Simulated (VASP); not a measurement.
# Tl (I4/mmm) in VASP: single point with LDA

Aim: the single point of Tl with LDA.

Program: VASP 6.6.1. These are calculated values, not measurements. Logs are shortened: lines on timing, memory, paths and dates and some standing lists are left out, and cuts for length are marked.

### 1 The cell of the first run

The structure is tetragonal, space group I4/mmm (No. 139). Conventional cell: a = 3.488 Å, b = 3.488 Å, c = 4.735 Å, α = 90.00°, β = 90.00°, γ = 90.00°. Within 4.5 Å of Tl (site symmetry 4/mmm) lie 12 Tl at 3.42 to 3.49 Å.

### 2 Single point, LDA (strain -0.0400 x Voigt [0, 1, 0, 0, 0, 0])

INCAR

```
ALGO = Normal
EDIFF = 1E-6
ENCUT = 520
ISIF = 2
ISMEAR = 0
LASPH = True
LCHARG = False
LREAL = False
LWAVE = False
NBANDS = 12
NELM = 100
PREC = Accurate
SIGMA = 0.15
```

KPOINTS

```
k-points
0
Gamma
  16 16 16
```

POSCAR

```
Tl
1.0
    0.0000000000      2.3676875837      2.4663412330
    2.4663412330      0.0000000000      2.4663412330
    2.4663412330      2.3676875837      0.0000000000
Tl
1
Direct
    0.0000000000      0.0000000000      0.0000000000
```

Potentials or basis: VASP PAW LDA potentials, release 64 (Tl_d).

Launch:

```console
cat potpaw_LDA.64/Tl_d/POTCAR > POTCAR
mpirun -np 1 vasp_std > vasp.out
```

OUTCAR:

```text
EDIFF = 1E-6
   ENCUT = 520
   ISIF = 2
   ISMEAR = 0
   LASPH = True
   LREAL = False
   NELM = 100
   PREC = Accurate

 ion  position               nearest neighbor table
   1  0.000  0.000  0.000-

  LATTYP: Found a body centered tetragonal cell.
 ALAT       =     3.4879332211
 C/A-ratio  =     1.3576450199

  Lattice vectors:

 A1 = (   0.0000000000,  -2.3676875837,   2.4663412330)
 A2 = (   0.0000000000,  -2.3676875837,  -2.4663412330)
 A3 = (   2.4663412330,   2.3676875837,   0.0000000000)

Analysis of symmetry for initial positions (statically):
=====================================================================
 Subroutine PRICEL returns:
 Original cell was already a primitive cell.

 Routine SETGRP: Setting up the symmetry group for a
 body centered tetragonal supercell.

 Subroutine GETGRP returns: Found 16 space group operations
 (whereof 16 operations were pure point group operations)
 out of a pool of 16 trial point group operations.

The static configuration has the point symmetry D_4h.

Analysis of symmetry for dynamics (positions and initial velocities):
=====================================================================
 Subroutine PRICEL returns:
 Original cell was already a primitive cell.

 Routine SETGRP: Setting up the symmetry group for a
 body centered tetragonal supercell.

 Subroutine GETGRP returns: Found 16 space group operations
 (whereof 16 operations were pure point group operations)
 out of a pool of 16 trial point group operations.

The dynamic configuration has the point symmetry D_4h.

 Subroutine INISYM returns: Found 16 space group operations
 (whereof 16 operations are pure point group operations),
 and found     1 'primitive' translations

----------------------------------------------------------------------------------------

                                     Primitive cell

  volume of cell :      28.8045

  direct lattice vectors                    reciprocal lattice vectors
     0.000000000  2.367687584  2.466341233    -0.202729449  0.211176510  0.202729449
     2.466341233  0.000000000  2.466341233     0.202729449 -0.211176510  0.202729449
     2.466341233  2.367687584  0.000000000     0.202729449  0.211176510 -0.202729449

  length of vectors
     3.418886306  3.487933221  3.418886306     0.356081420  0.356081420  0.356081420

  position of ions in fractional coordinates (direct lattice)
     0.000000000  0.000000000  0.000000000

  ion indices of the primitive-cell ions
   primitive index   ion index
                 1           1

----------------------------------------------------------------------------------------

 KPOINTS: k-points

Automatic generation of k-mesh.
 Grid dimensions read from file:
 generate k-points for:   16   16   16

 Generating k-lattice:

  Cartesian coordinates                     Fractional coordinates (reciprocal lattice)
    -0.012670591  0.013198532  0.012670591     0.062500000  0.000000000  0.000000000
     0.012670591 -0.013198532  0.012670591     0.000000000  0.062500000  0.000000000
     0.012670591  0.013198532 -0.012670591     0.000000000  0.000000000  0.062500000

  Length of vectors
     0.022255089  0.022255089  0.022255089

  Shift w.r.t. Gamma in fractional coordinates (k-lattice)
     0.000000000  0.000000000  0.000000000

 Subroutine IBZKPT returns following result:
 ===========================================

 Found    349 irreducible k-points:

 Following reciprocal coordinates:
            Coordinates               Weight
  0.000000  0.000000  0.000000      1.000000
  0.062500  0.000000  0.000000      8.000000
  0.125000  0.000000  0.000000      8.000000
  0.187500  0.000000  0.000000      8.000000
  0.250000  0.000000  0.000000      8.000000
  0.312500  0.000000  0.000000      8.000000
[... 16 lines left out ...]
 -0.125000  0.062500  0.000000     16.000000
 -0.062500  0.062500  0.000000      8.000000
 [... further k-points ...]
   k-points           NKPTS =    349   k-points in BZ     NKDIM =    349   number of bands    NBANDS=     12
   number of dos      NEDOS =    301   number of ions     NIONS =      1
   total plane-waves  NPLWV =  21952
   dimension x,y,z NGX =    28 NGY =   28 NGZ =   28
   dimension x,y,z NGXF=    56 NGYF=   56 NGZF=   56
   ions per type =               1
   NGX,Y,Z   is equivalent  to a cutoff of  13.62, 13.35, 13.62 a.u.
   NGXF,Y,Z  is equivalent  to a cutoff of  27.23, 26.69, 27.23 a.u.
 SYSTEM =  unknown system
   PREC   = accura    normal or accurate (medium, high low for compatibility)
   ISTART =      0    job   : 0-new  1-cont  2-samecut
   ICHARG =      2    charge: 1-file 2-atom 10-const
   ISPIN  =      1    spin polarized calculation?
   LNONCOLLINEAR =      F non collinear calculations
   LSORBIT =      F    spin-orbit coupling
   LASPH  =      T    aspherical Exc in radial PAW
   ENCUT  =  520.0 eV  38.22 Ry    6.18 a.u.   6.36  6.49  6.36*2*pi/ulx,y,z
   NELM   =    100;   NELMIN=  2; NELMDL= -5     # of ELM steps
   EDIFF  = 0.1E-05   stopping-criterion for ELM
   LREAL  =      F    real-space projection
   EDIFFG = 0.1E-04   stopping-criterion for IOM
   NSW    =      0    number of steps for IOM
   IBRION =     -1    ionic relax: 0-MD 1-quasi-New 2-CG
   NFREE  =      0    steps in history (QN), initial steepest desc. (CG)
   ISIF   =      2    stress and relaxation
   ISYM   =      2    0-nonsym 1-usesym 2-fastsym
   POTIM  = 0.5000    time-step for ionic-motion
   TEBEG  =    0.0;   TEEND  =   0.0 temperature during run
   PSTRESS=    0.0 pullay stress
   NELECT =      13.0000    total number of electrons
   NUPDOWN=      -1.0000    fix difference up-down
   EMIN   =  10.00;   EMAX   =-10.00  energy-range for DOS
   EFERMI =   0.00;   METHOD = LEGACY
   ISMEAR =     0;   SIGMA  =   0.15  broadening in eV -4-tet -1-fermi 0-gaus
   EFERMI_NEDOS =   21; number of points for ismear=-14 and -15
   IALGO  =     38    algorithm
   IMIX   =      4    mixing-type and parameters
     AMIX     =   0.40;   BMIX     =  1.00
     AMIX_MAG =   1.60;   BMIX_MAG =  1.00
  volume/ion in A,a.u.               =      28.80       194.38
  Fermi-wavevector in a.u.,A,eV,Ry     =   1.255748  2.373019 21.455057  1.576902
  Thomas-Fermi vector in A             =   2.389489
   LORBIT       =      0    0 simple, 1 ext, 2 COOP (PROOUT), +10 PAW based schemes
   GGA     = CA    functional components
   LHFCALC =     F    Hartree Fock is set to
   AEXX    =    0.0000 exact exchange contribution
   IVDW    =     0    specifies the selected vdW correction
   LEPSILON=     F    determine dielectric tensor
   LRPA    =     F    only Hartree local field effects (RPA)
 non-spin polarized calculation
 Gauss-broadening in eV      SIGMA  =   0.15
  energy-cutoff  :      520.00
  volume of cell :       28.80
 maximum number of plane-waves:       801
 NGX is ok and might be reduce to    28
   NGX = 13   NGY = 13   NGZ = 13

 number of electron      12.9999999 magnetization

 Free energy of the ion-electron system (eV)
  ---------------------------------------------------
  ext. energy  EPLUGINS =         0.00000000
  ---------------------------------------------------
  free energy    TOTEN  =        -2.91267345 eV

  energy without entropy =       -2.90562937  energy(sigma->0) =       -2.90915141

 E-fermi :   6.1544     XC(G=0): -10.4689

 val. band max:        6.1486310654   @ k =   0.3125  -0.2500   0.1250
 cond. band min:       6.1776607593   @ k =   0.4375   0.1875   0.0000
 fundamental gap:      0.0290296939
 Fermi energy:         6.1543640320

 k-point     1 :       0.0000    0.0000    0.0000
  band No.  band energies     occupation
      1      -5.3646      2.00000
      2      -5.3646      2.00000
      3      -5.2807      2.00000
      4      -5.1021      2.00000
      5      -5.0223      2.00000
      6      -3.8070      2.00000
      7      16.3070      0.00000
      8      16.4135      0.00000
      9      16.4135      0.00000
     10      17.1996      0.00000
     11      20.5944      0.00000
     12      21.2288      0.00000

 k-point     2 :       0.0625    0.0000    0.0000
  band No.  band energies     occupation
      1      -5.3623      2.00000
      2      -5.3536      2.00000
      3      -5.2759      2.00000
      4      -5.1024      2.00000
      5      -5.0253      2.00000
      6      -3.7238      2.00000
      7      15.3475      0.00000
      8      16.2702      0.00000
      9      16.3001      0.00000
     10      17.1484      0.00000
     11      20.8302      0.00000
     12      21.3861      0.00000

 k-point     3 :       0.1250    0.0000    0.0000
  band No.  band energies     occupation
      1      -5.3647      2.00000
      2      -5.3276      2.00000
      3      -5.2605      2.00000
      4      -5.0975      2.00000
      5      -5.0305      2.00000
      6      -3.4691      2.00000
      7      13.3731      0.00000
      8      15.9937      0.00000
      9      16.0587      0.00000
     10      17.1286      0.00000
     11      20.6622      0.00000
     12      21.3353      0.00000
[... 286 lines left out ...]
 k-point    23 :      -0.1250    0.0625    0.0000
  band No.  band energies     occupation
      1      -5.3655      2.00000
      2      -5.3069      2.00000
      3      -5.2549      2.00000
      4      -5.0906      2.00000
      5      -5.0363      2.00000
      6      -3.2615      2.00000
      7      12.6200      0.00000
      8      14.4701      0.00000
      9      16.5467      0.00000
     10      17.5208      0.00000
     11      19.9727      0.00000
     12      21.1939      0.00000

 k-point    24 :      -0.0625    0.0625    0.0000
  band No.  band energies     occupation
      1      -5.3607      2.00000
      2      -5.3301      2.00000
      3      -5.2745      2.00000
      4      -5.0978      2.00000
      5      -5.0335      2.00000
      6      -3.5802      2.00000
      7      14.4563      0.00000
      8      15.1974      0.00000
      9      16.5402      0.00000
     10      17.2976      0.00000
     11      20.5848      0.00000
     12      21.3009      0.00000

 [... further k-points ...]
[... 5 lines left out ...]
  --------------------------------------------------------------------------------------
  -------------------------------------------------------------------------------------
  Total       -0.4300791     -0.3633180     -0.4300791      0.0000000     -0.0000000      0.0000000
  in kB      -23.9220383    -20.2086249    -23.9220383      0.0000000     -0.0000000      0.0000000
  external PRESSURE =     -22.6842338 kB  Pullay stress =       0.0000000 kB

 VOLUME and BASIS-vectors are now :
 -----------------------------------------------------------------------------
  energy-cutoff  :      520.00
  volume of cell :       28.80
      direct lattice vectors                 reciprocal lattice vectors
     0.000000000  2.367687584  2.466341233    -0.202729449  0.211176510  0.202729449
     2.466341233  0.000000000  2.466341233     0.202729449 -0.211176510  0.202729449
     2.466341233  2.367687584  0.000000000     0.202729449  0.211176510 -0.202729449

 POSITION                                       TOTAL-FORCE (eV/Angst)
 -----------------------------------------------------------------------------------
      0.00000      0.00000      0.00000         0.000000      0.000000      0.000000
 -----------------------------------------------------------------------------------
    total drift:                               -0.000000     -0.000000     -0.000000

  FREE ENERGIE OF THE ION-ELECTRON SYSTEM (eV)
  ---------------------------------------------------
  free  energy   TOTEN  =        -2.9126734546 eV

  energy  without entropy=       -2.9056293744  energy(sigma->0) =       -2.90915141
```

It took 62 s on 1 thread of Intel Xeon Platinum 8488C (Sapphire Rapids), shared host; peak memory 0.23 GiB.

Results:

```
Free energy : -2.9127 eV
Pressure    : -2.3 GPa
```

Stress tensor (GPa, compression positive):
```
-2.39  0.00  0.00
 0.00 -2.02  0.00
 0.00  0.00 -2.39
```

Levels at points of the mesh, in eV from the Fermi level:
| k point | band 2 | band 3 | band 4 | band 5 | band 6 | band 7 | band 8 | band 9 | band 10 | band 11 |
| --- | --- | --- | --- | --- | --- | --- | --- | --- | --- | --- |
| (0.00, 0.00, 0.00) | -11.52 | -11.44 | -11.26 | -11.18 | -9.96 | 10.15 | 10.26 | 10.26 | 11.05 | 14.44 |
| (0.50, 0.00, 0.00) | -11.52 | -11.44 | -10.99 | -10.95 | -5.28 | -2.84 | 7.79 | 8.42 | 10.58 | 12.39 |
| (0.50, 0.50, 0.00) | -11.74 | -10.99 | -10.94 | -10.88 | -3.77 | -1.90 | 4.13 | 4.34 | 7.78 | 9.16 |
| (0.50, 0.00, 0.50) | -11.74 | -10.99 | -10.90 | -10.90 | -3.23 | -1.50 | 3.70 | 3.70 | 7.27 | 8.66 |

Caveat: the cell differs from its parent crystal (strain -0.0400 x Voigt [0, 1, 0, 0, 0, 0]); spin-orbit coupling is left out, which moves the levels of the heavy elements.
